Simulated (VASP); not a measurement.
Write the native input for VASP 6.6.1 that does the following.

- Task: single point
- Functional: PBE
- Potentials or basis: VASP PAW PBE potentials, release 64 (Gd, Ru_pv)
- Cutoff: 520 eV
- k mesh: 8 × 8 × 8
- Occupations: gaussian, width 0.05 eV
- Spin: collinear spin, ferromagnetic start
- Starting moments: [7.73, 0.0, 0.0, 0.0] μB
- Hubbard terms: Gd f U = 2.0 eV
- Dipole correction: no
- Further INCAR settings: ALGO = Normal; EDIFF = 1e-06; NBANDS = 42

The structure of GdRu3 lies in POSCAR:

```
GdRu3
1.0
    4.0683811762      0.0000000000      0.0000000000
    0.0000000000      4.0683811762      0.0000000000
    0.0000000000      0.0000000000      4.0683811762
Gd Ru
1 3
Direct
    0.0000000000      0.0000000000      0.0000000000
    0.0000000000      0.5000000000      0.5000000000
    0.5000000000      0.5000000000      0.0000000000
    0.5000000000      0.0000000000      0.5000000000
```

The input as run:

INCAR

```
SYSTEM = GdRu3
PREC = Accurate
ENCUT = 520
EDIFF = 1E-6
ISMEAR = 0
SIGMA = 0.05
LREAL = .False.
LASPH = .True.
NELM = 150
ALGO = Normal
ISIF = 2
LWAVE = .False.
LCHARG = .False.
ISPIN = 2
MAGMOM = 7.73 0 0 0
LORBIT = 11
LMAXMIX = 6
LDAU = .True.
LDAUTYPE = 2
LDAUL = 3 -1
LDAUU = 2 0
LDAUJ = 0 0
LDAUPRINT = 1
GGA = PE
NBANDS = 42
```

KPOINTS

```
Automatic mesh
0
Gamma
  8 8 8
  0 0 0
```

Potentials or basis: VASP PAW PBE potentials, release 64 (Gd, Ru_pv).

The run is started by

```sh
$ cat potpaw_PBE.64/Gd/POTCAR potpaw_PBE.64/Ru_pv/POTCAR > POTCAR
$ mpirun -np 1 vasp_std > vasp.out
```

It gave:

```
Pressure                                              : -0.9 GPa
Band gap on the k mesh                                : zero (filled and empty bands overlap)
Net moment                                            : 5.96 μB per cell
Site moments                                          : Gd +6.82; Ru -0.36 μB
Valence electrons inside the program's atomic spheres : Gd 15.42; Ru 12.56
```

Caveat: spin-orbit coupling is left out, which moves the levels of the heavy elements.

Wall time 8.4 min on 1 thread of Oxide Virtual Turin-like Processor, with other jobs on the host, peak memory 0.27 GiB.
